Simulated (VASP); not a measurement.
Write the native input for VASP 6.6.1 that does the following.

```
Task                   : single point
Functional             : PBEsol
Potentials or basis    : VASP PAW PBE potentials, release 64 (Al)
Cutoff                 : 500 eV
k mesh                 : 18 × 18 × 18
Occupations            : gaussian, width 0.1 eV
Spin                   : no spin polarisation
Dipole correction      : no
Further INCAR settings : ALGO = Normal; EDIFF = 1e-06; NBANDS = 8
```

The structure of Al lies in POSCAR:

```
Al
1.0
    0.0000000000      1.9872793770      1.9872793770
    1.9872793770      0.0000000000      1.9872793770
    1.9872793770      1.9872793770      0.0000000000
Al
1
Direct
    0.0000000000      0.0000000000      0.0000000000
```

These files were run (other wordings do the same):

INCAR

```
SYSTEM = Al
ALGO = Normal
EDIFF = 1E-6
ENCUT = 500
GGA = PS
GGA_COMPAT = .False.
ISIF = 2
ISMEAR = 0
LASPH = .True.
LCHARG = .False.
LREAL = .False.
LWAVE = .False.
NBANDS = 8
NELM = 120
PREC = Accurate
SIGMA = 0.1
```

KPOINTS

```
k-points
0
Gamma
  18 18 18
  0 0 0
```

Potentials or basis: VASP PAW PBE potentials, release 64 (Al).

The run is started by

```bash
$ cat potpaw_PBE.64/Al/POTCAR > POTCAR
$ mpirun -np 1 vasp_std > vasp.out
```

It gave:

```
Pressure               : 2.7 GPa
Band gap on the k mesh : zero (an odd number of electrons rules out a gap without spin polarisation)
```

Caveat: the PAW data sets were made with another functional, which shifts forces and pressure a little.

Wall time 8 s on 1 thread of AMD EPYC 9R45 96-Core Processor (Zen 5), on a shared host, peak memory 0.1 GiB.
